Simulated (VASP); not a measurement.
## SnO: relaxation of cell and atoms with LDA

Crystal: SnO.

```
Sn O
1.0
     3.81370    0.00000    0.00000
     0.00000    3.81370    0.00000
     0.00000    0.00000    4.88691
Sn O
2 2
Direct
  0.50000 0.00000 0.76463
  0.00000 0.50000 0.23537
  0.00000 0.00000 0.00000
  0.50000 0.50000 0.00000
```

| Item | Value |
| --- | --- |
| Program | VASP 6.6.1 |
| Task | relaxation of cell and atoms |
| Functional | LDA |
| Potentials or basis | VASP PAW LDA potentials, release 64 (Sn_d, O) |
| Cutoff | 600 eV |
| k mesh | 7 × 7 × 6 |
| Occupations | fermi-dirac, width 0.05 eV |
| Spin | no spin polarisation |
| Dipole correction | no |
| Further INCAR settings | ALGO = Normal; EDIFF = 1e-06; IBRION = 2; EDIFFG = -0.01; NSW = 60; ISIF = 3 |

```
Relaxed volume                         : 16.38 Å³/atom
Relaxed cell                           : a = 3.765 Å, b = 3.765 Å, c = 4.623 Å, α = 90.00°, β = 90.00°, γ = 90.00°
Space group after relaxing (to 0.05 Å) : P4/nmm (No. 129)
Energy gained by relaxing              : 11.1 meV/atom
Ionic steps                            : 15
Pressure after relaxing                : 0.1 GPa
Largest force after relaxing           : 0.004 eV/Å
Band gap on the k mesh                 : zero (band 20 reaches 7.70 eV, above the bottom of band 21 at 7.67 eV)
```

Forces in eV/Å, atoms in the order of the input:
```
Sn   0.000  0.000  0.004
Sn   0.000  0.000 -0.004
O    0.000  0.000  0.000
O    0.000  0.000  0.000
```

The path:
```
step  energy change (eV)  largest force (eV/Å)  pressure (GPa)  volume (Å³)
   1              0.0000                0.1316           -3.09        71.08
   2             -0.0059                0.7179            2.41        67.61
   3             -0.0195                0.3156           -0.19        69.16
   4             -0.0270                0.1945           -0.18        68.53
   5             -0.0322                0.0188           -0.14        67.60
   6             -0.0324                0.0252           -0.15        67.36
   7             -0.0387                0.0166            0.12        66.65
   8             -0.0434                0.0744            0.58        65.56
   9             -0.0436                0.0852            0.70        65.33
  10             -0.0389                0.2689           -1.46        65.89
  11             -0.0445                0.0179            0.05        65.49
  12             -0.0445                0.0224            0.08        65.50
  13             -0.0431                0.1465           -0.69        65.70
  14             -0.0445                0.0214            0.00        65.50
  15             -0.0445                0.0042            0.07        65.52
```

Final structure:
```xyz
4
Lattice="3.7649 0.0000 0.0000 0.0000 3.7649 0.0000 0.0000 0.0000 4.6227" Properties=species:S:1:pos:R:3 pbc="T T T"
Sn    1.8824    0.0000    3.4723
Sn    3.7649    1.8824    1.1503
O     0.0000    0.0000    4.6227
O     1.8824    1.8824    4.6227
```

Levels at points of the mesh, in eV from the Fermi level:
| k point | band 18 | band 19 | band 20 | band 21 | band 22 | band 23 |
| --- | --- | --- | --- | --- | --- | --- |
| (0.00, 0.00, 0.00) | -3.33 | -3.33 | -0.01 | 2.32 | 4.43 | 4.43 |
| (0.00, 0.00, 0.50) | -3.35 | -2.73 | -2.32 | 1.55 | 2.55 | 2.55 |

Wall time 9 min on 1 thread of Intel Xeon 6975P-C (shared host), peak memory 0.22 GiB.

Caveat: spin-orbit coupling is left out, which moves the levels of the heavy elements.
